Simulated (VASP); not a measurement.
Wanted: the native input for a VASP 6.6.1 run.

```
Task                   : electric field gradients
Functional             : PBE
Potentials or basis    : VASP PAW PBE potentials, release 64 (C)
Cutoff                 : 520 eV
k mesh                 : 17 × 17 × 9
Occupations            : fermi-dirac, width 0.03 eV
Spin                   : no spin polarisation
Dipole correction      : no
Further INCAR settings : ALGO = Normal; EDIFF = 1e-08; NBANDS = 11
```

The structure of C lies in POSCAR:

```
C
1.0
    2.1512928631      0.0000000000      0.0000000000
   -1.0756464315      1.8630742704      0.0000000000
    0.0000000000      0.0000000000      3.5765487209
C
2
Direct
    0.3333333333      0.6666666667      0.2500000000
    0.6666666667      0.3333333333      0.7500000000
```

This cell differs from its parent crystal: volume scaled by 1.03.

These files were run (other wordings do the same):

INCAR

```
SYSTEM = C
PREC = Accurate
ENCUT = 520
EDIFF = 1E-8
ISMEAR = -1
SIGMA = 0.03
LREAL = .False.
LASPH = .True.
NELM = 120
ALGO = Normal
ISIF = 2
LWAVE = .False.
LCHARG = .False.
GGA = PE
LEFG = .True.
NBANDS = 11
GGA_COMPAT = .False.
```

KPOINTS

```
Automatic mesh
0
Gamma
  17 17 9
  0 0 0
```

Potentials or basis: VASP PAW PBE potentials, release 64 (C).

Launch:

```bash
$ cat potpaw_PBE.64/C/POTCAR > POTCAR
$ mpirun -np 1 vasp_std > vasp.out
```

Results of the run:

| Item | Value |
| --- | --- |
| Pressure | -4.2 GPa |
| Band gap on the k mesh | zero (band 4 reaches 14.46 eV, above the bottom of band 5 at 3.96 eV) |

Caveat: without QUAD_EFG the Cq values of the log hold for a quadrupole moment of 1 mb, not for the nuclei.

It took 6.2 s on 1 thread of Intel(R) Xeon(R) 6975P-C (Granite Rapids), on a shared host, peak memory 0.13 GiB.
